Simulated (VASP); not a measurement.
Input of a VASP 6.6.1 run:

INCAR

```
PREC     = Accurate       # precision mode
ENCUT    = 520            # plane-wave cutoff, eV
EDIFF    = 1E-7           # SCF threshold, eV
ISMEAR   = 0              # smearing method
SIGMA    = 0.02           # smearing width, eV
LREAL    = False          # projectors in reciprocal space
LASPH    = True           # aspherical terms in the spheres
NELM     = 150            # most SCF steps
ALGO     = Normal         # electronic algorithm
ISIF     = 2              # what is computed and relaxed
LWAVE    = False          # write WAVECAR
LCHARG   = False          # write CHGCAR
LMAXMIX  = 4              # l up to which the mixer works
LDAU     = True           # DFT+U
LDAUTYPE = 2            
LDAUL    = -1 2 -1        # shell
LDAUU    = 0 4 0          # U, eV
LDAUJ    = 0 0 0        
LDAUPRINT= 1            
GGA      = PE             # functional
NBANDS   = 28             # bands
```

Contents of KPOINTS:

```
Automatic mesh
0
Gamma
  8 8 8
```

POSCAR

```
BaTiO3
1.0
    4.0110296215      0.0000000000      0.0000000000
    0.0000000000      4.0110296215      0.0000000000
    0.0000000000      0.0000000000      4.1257107302
Ba Ti O
1 1 3
Direct
    0.5000000000      0.5000000000      0.5848172304
    0.0000000000      0.0000000000      0.0992281792
    0.0000000000      0.5000000000      0.0633774100
    0.5000000000      0.0000000000      0.0633774100
    0.0000000000      0.0000000000      0.5491967605
```

Potentials or basis: VASP PAW PBE potentials, release 64 (Ba_sv, Ti_sv, O).

Run with:

```sh
$ cat potpaw_PBE.64/Ba_sv/POTCAR potpaw_PBE.64/Ti_sv/POTCAR potpaw_PBE.64/O/POTCAR > POTCAR
$ mpirun -np 1 vasp_std > vasp.out
```

Task: Predict the largest force.

Result: 0.568 eV/Å.

Task: What does it give for the pressure?

Result: 3.5 GPa.

Task: What does it give for the band gap on the k mesh?

Result: 2.23 eV (least direct gap 2.70 eV).

Eigenvalues of the final occupation matrices:
| site | spin | trace | eigenvalues |
| --- | --- | --- | --- |
| site 2 d | 1 | 0.80 | 0.10 0.11 0.11 0.23 0.25 |
| site 2 d | 2 | 0.80 | 0.10 0.11 0.11 0.23 0.25 |

Caveat: the cell stands under pressure; spin-orbit coupling is left out, which moves the levels of the heavy elements. A k mesh can miss the band edges.
